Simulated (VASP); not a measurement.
# Si (P-3m1) in VASP: single point with PBEsol

Aim: the single point of Si with PBEsol.

Program: VASP 6.6.1. These are calculated values, not measurements. Logs are shortened: lines on timing, memory, paths and dates and some standing lists are left out, and cuts for length are marked.

### Step 1. The cell of the first run

The structure is trigonal, space group P-3m1 (No. 164). Conventional cell: a = 3.832 Å, b = 3.832 Å, c = 22.054 Å, α = 90.00°, β = 90.00°, γ = 120.00°. Si (site symmetry 3m) has 4 Si at 2.35 Å within 3.1 Å. Within 3.1 Å of Si (site symmetry 3m) lie 4 Si at 2.35 Å. Within 3.1 Å of Si (site symmetry 3m) lie 4 Si at 2.35 to 2.37 Å. Within 3.1 Å of Si (site symmetry 3m) lie 4 Si at 2.35 to 2.37 Å. Within 3.1 Å of Si (site symmetry 3m) lie 4 Si at 2.35 to 2.37 Å. Si (site symmetry 3m) has 4 Si at 2.35 to 2.37 Å within 3.1 Å. Within 3.1 Å of Si (site symmetry 3m) lie 4 Si at 2.35 Å.

### Step 2. Single point, PBEsol

INCAR reads:

```
SYSTEM = Si
ALGO = Normal ; EDIFF = 1E-6
ENCUT = 520 ; GGA = PS
ISIF = 2 ; ISMEAR = 0
LASPH = .True. ; LCHARG = .True.
LELF = .True. ; LREAL = .False.
LVHAR = .True. ; LWAVE = .False.
NBANDS = 41 ; NELM = 80
PREC = Accurate ; SIGMA = 0.01
```

KPOINTS reads:

```
k-points
0
Gamma
  12 12 2
  0 0 0
```

POSCAR reads:

```
Si
1.0
    3.8316437494      0.0000000000      0.0000000000
   -1.9158218747      3.3183008252      0.0000000000
    0.0000000000      0.0000000000     22.0543883861
Si
14
Direct
    0.0000000000      0.0000000000     -0.0000090079
    0.0000000000      0.0000000000      0.1065612217
    0.3333333333      0.6666666667      0.1424221728
    0.3333333333      0.6666666667      0.2497571375
    0.0000000000      0.0000000000      0.2857210240
    0.0000000000      0.0000000000      0.3930479651
    0.3333333333      0.6666666667      0.4288917395
    0.3333333333      0.6666666667      0.5353939748
    0.6666666667      0.3333333333      0.5712377492
    0.6666666667      0.3333333333      0.6785646903
    0.3333333333      0.6666666667      0.7145285768
    0.3333333333      0.6666666667      0.8218635414
    0.6666666667      0.3333333333      0.8577244926
    0.6666666667      0.3333333333      0.9642947221
```

Potentials or basis: VASP PAW PBE potentials, release 64 (Si).

Launch:

```
cat potpaw_PBE.64/Si/POTCAR > POTCAR
mpirun -np 1 vasp_std > vasp.out
```

OUTCAR:

```text
SYSTEM = Si
   EDIFF = 1E-6
   ENCUT = 520
   GGA = PS
   ISIF = 2
   ISMEAR = 0
   LASPH = .True.
   LREAL = .False.
   NELM = 80
   PREC = Accurate

 ion  position               nearest neighbor table
   1  0.000  0.000  1.000-  14 2.35  14 2.35  14 2.35   2 2.35
   2  0.000  0.000  0.107-   3 2.35   3 2.35   3 2.35   1 2.35
   3  0.333  0.667  0.142-   2 2.35   2 2.35   2 2.35   4 2.37
   4  0.333  0.667  0.250-   5 2.35   5 2.35   5 2.35   3 2.37
   5  0.000  0.000  0.286-   4 2.35   4 2.35   4 2.35   6 2.37
   6  0.000  0.000  0.393-   7 2.35   7 2.35   7 2.35   5 2.37
   7  0.333  0.667  0.429-   8 2.35   6 2.35   6 2.35   6 2.35
   8  0.333  0.667  0.535-   7 2.35   9 2.35   9 2.35   9 2.35
   9  0.667  0.333  0.571-   8 2.35   8 2.35   8 2.35  10 2.37
  10  0.667  0.333  0.679-  11 2.35  11 2.35  11 2.35   9 2.37
  11  0.333  0.667  0.715-  10 2.35  10 2.35  10 2.35  12 2.37
  12  0.333  0.667  0.822-  13 2.35  13 2.35  13 2.35  11 2.37
  13  0.667  0.333  0.858-  12 2.35  12 2.35  12 2.35  14 2.35
  14  0.667  0.333  0.964-   1 2.35   1 2.35   1 2.35  13 2.35

  LATTYP: Found a hexagonal cell.
 ALAT       =     3.8316437494
 C/A-ratio  =     5.7558556663

  Lattice vectors:

 A1 = (   3.8316437494,   0.0000000000,   0.0000000000)
 A2 = (  -1.9158218747,   3.3183008252,   0.0000000000)
 A3 = (   0.0000000000,   0.0000000000,  22.0543883861)

Analysis of symmetry for initial positions (statically):
=====================================================================
 Subroutine PRICEL returns:
 Original cell was already a primitive cell.

 Routine SETGRP: Setting up the symmetry group for a
 hexagonal supercell.

 Subroutine GETGRP returns: Found 12 space group operations
 (whereof  6 operations were pure point group operations)
 out of a pool of 24 trial point group operations.

The static configuration has the point symmetry C_3v.
 The point group associated with its full space group is D_3d.

Analysis of symmetry for dynamics (positions and initial velocities):
=====================================================================
 Subroutine PRICEL returns:
 Original cell was already a primitive cell.

 Routine SETGRP: Setting up the symmetry group for a
 hexagonal supercell.

 Subroutine GETGRP returns: Found 12 space group operations
 (whereof  6 operations were pure point group operations)
[... 139 lines left out ...]
   NUPDOWN=      -1.0000    fix difference up-down
   EMIN   =  10.00;   EMAX   =-10.00  energy-range for DOS
   EFERMI =   0.00;   METHOD = LEGACY
   ISMEAR =     0;   SIGMA  =   0.01  broadening in eV -4-tet -1-fermi 0-gaus
   EFERMI_NEDOS =   21; number of points for ismear=-14 and -15
   IALGO  =     38    algorithm
   IMIX   =      4    mixing-type and parameters
     AMIX     =   0.40;   BMIX     =  1.00
     AMIX_MAG =   1.60;   BMIX_MAG =  1.00
  volume/ion in A,a.u.               =      20.03       135.17
  Fermi-wavevector in a.u.,A,eV,Ry     =   0.956912  1.808302 12.458602  0.915681
  Thomas-Fermi vector in A             =   2.085883
   LORBIT       =      0    0 simple, 1 ext, 2 COOP (PROOUT), +10 PAW based schemes
   GGA     = PS    functional components
   LHFCALC =     F    Hartree Fock is set to
   AEXX    =    0.0000 exact exchange contribution
   IVDW    =     0    specifies the selected vdW correction
   LEPSILON=     F    determine dielectric tensor
   LRPA    =     F    only Hartree local field effects (RPA)
 non-spin polarized calculation
 Gauss-broadening in eV      SIGMA  =   0.01
  energy-cutoff  :      520.00
  volume of cell :      280.41
 maximum number of plane-waves:      7602
   NGX = 15   NGY = 15   NGZ = 83

 number of electron      55.9999999 magnetization

 Free energy of the ion-electron system (eV)
  ---------------------------------------------------
  ext. energy  EPLUGINS =         0.00000000
  ---------------------------------------------------
  free energy    TOTEN  =       -80.39698392 eV

  energy without entropy =      -80.39698392  energy(sigma->0) =      -80.39698392

 E-fermi :   5.9863     XC(G=0):  -9.5497

 val. band max:        5.9323897518   @ k =   0.0000   0.0000   0.0000
 cond. band min:       6.3249205934   @ k =   0.5000  -0.0000   0.0000
 fundamental gap:      0.3925308415
 Fermi energy:         5.9863100516

 k-point     1 :       0.0000    0.0000    0.0000
  band No.  band energies     occupation
      1      -6.2120      2.00000
      2      -5.9523      2.00000
      3      -5.9403      2.00000
      4      -5.1816      2.00000
      5      -5.1804      2.00000
      6      -4.1408      2.00000
[... 1021 lines left out ...]
     39       9.1696      0.00000
     40       9.1907      0.00000

 [... further k-points ...]

 [bands above 40 left out]

------------------------ aborting loop because EDIFF is reached ----------------------------------------

  FORCE on cell =-STRESS in cart. coord.  units (eV):
  Direction    XX          YY          ZZ          XY          YZ          ZX
  --------------------------------------------------------------------------------------
  -------------------------------------------------------------------------------------
  Total        0.2004121      0.2004121      0.1985076      0.0000000      0.0000000      0.0000000
  in kB        1.1450874      1.1450874      1.1342055      0.0000000      0.0000000      0.0000000
  external PRESSURE =       1.1414601 kB  Pullay stress =       0.0000000 kB

 VOLUME and BASIS-vectors are now :
 -----------------------------------------------------------------------------
  energy-cutoff  :      520.00
  volume of cell :      280.41
      direct lattice vectors                 reciprocal lattice vectors
     3.831643749  0.000000000  0.000000000     0.260984597  0.150679527  0.000000000
    -1.915821875  3.318300825  0.000000000     0.000000000  0.301359055  0.000000000
     0.000000000  0.000000000 22.054388386     0.000000000  0.000000000  0.045342450

 POSITION                                       TOTAL-FORCE (eV/Angst)
 -----------------------------------------------------------------------------------
      0.00000      0.00000     22.05419         0.000000      0.000000     -0.000828
      0.00000      0.00000      2.35014        -0.000000     -0.000000     -0.000416
     -0.00000      2.21220      3.14103        -0.000000      0.000000     -0.000635
     -0.00000      2.21220      5.50824        -0.000000     -0.000000     -0.000710
      0.00000      0.00000      6.30140        -0.000000     -0.000000      0.001003
      0.00000      0.00000      8.66843         0.000000     -0.000000      0.000813
     -0.00000      2.21220      9.45894        -0.000000      0.000000     -0.000630
     -0.00000      2.21220     11.80779         0.000000     -0.000000      0.000630
      1.91582      1.10610     12.59830        -0.000000     -0.000000     -0.000813
      1.91582      1.10610     14.96533         0.000000      0.000000     -0.001003
     -0.00000      2.21220     15.75849         0.000000      0.000000      0.000710
     -0.00000      2.21220     18.12570         0.000000     -0.000000      0.000635
      1.91582      1.10610     18.91659         0.000000     -0.000000      0.000416
      1.91582      1.10610     21.26693        -0.000000     -0.000000      0.000828
 -----------------------------------------------------------------------------------
    total drift:                                0.000000     -0.000000      0.000001

  FREE ENERGIE OF THE ION-ELECTRON SYSTEM (eV)
  ---------------------------------------------------
  free  energy   TOTEN  =       -80.3969839220 eV

  energy  without entropy=      -80.3969839220  energy(sigma->0) =      -80.39698392
```

OSZICAR:

```text
N       E                     dE             d eps       ncg     rms          rms(c)
DAV:   1     0.123835105324E+03    0.12384E+03   -0.21262E+04  3116   0.112E+03
DAV:   2    -0.706895540241E+02   -0.19452E+03   -0.18439E+03  3871   0.164E+02
DAV:   3    -0.817312683206E+02   -0.11042E+02   -0.10860E+02  3955   0.351E+01
DAV:   4    -0.819534759183E+02   -0.22221E+00   -0.22137E+00  4056   0.593E+00
DAV:   5    -0.819579054204E+02   -0.44295E-02   -0.44262E-02  4013   0.828E-01    0.131E+01
DAV:   6    -0.808811580922E+02    0.10767E+01   -0.52568E-01  3774   0.218E+00    0.790E+00
DAV:   7    -0.803947789981E+02    0.48638E+00   -0.10776E+00  3570   0.318E+00    0.475E-01
DAV:   8    -0.803961947169E+02   -0.14157E-02   -0.69415E-02  3807   0.946E-01    0.184E-01
DAV:   9    -0.803966887584E+02   -0.49404E-03   -0.17298E-03  4236   0.168E-01    0.146E-01
DAV:  10    -0.803969658065E+02   -0.27705E-03   -0.31672E-04  3815   0.632E-02    0.396E-02
DAV:  11    -0.803969820597E+02   -0.16253E-04   -0.32462E-05  4012   0.241E-02    0.116E-02
DAV:  12    -0.803969833244E+02   -0.12647E-05   -0.26584E-06  3415   0.613E-03    0.854E-03
DAV:  13    -0.803969839220E+02   -0.59765E-06   -0.83576E-07  2780   0.373E-03
   1 F= -.80396984E+02 E0= -.80396984E+02  d E =-.925511E-17
```

It took 8.9 min on 1 thread of Oxide Virtual Turin-like, shared host; peak memory 0.48 GiB.

Results:

```yaml
Free_energy: -80.3970 eV
Pressure: 0.1 GPa
Band_gap_on_the_k_mesh: 0.39 eV (least direct gap 1.18 eV)
```

Levels at points of the mesh, in eV from the valence-band top:
| k point | band 26 | band 27 | band 28 | band 29 | band 30 | band 31 |
| --- | --- | --- | --- | --- | --- | --- |
| (0.00, 0.00, 0.00) | -0.20 | 0.00 | 0.00 | 1.18 | 1.23 | 1.68 |
| (0.50, 0.00, 0.00) | -2.04 | -1.48 | -1.48 | 0.39 | 0.57 | 0.71 |
| (0.00, 0.00, 0.50) | -0.14 | -0.10 | -0.10 | 1.15 | 1.29 | 1.52 |
| (0.50, 0.00, 0.50) | -1.80 | -1.79 | -1.35 | 0.45 | 0.46 | 0.83 |

Caveat: the PAW data sets were made with another functional, which shifts forces and pressure a little. A k mesh can miss the band edges.
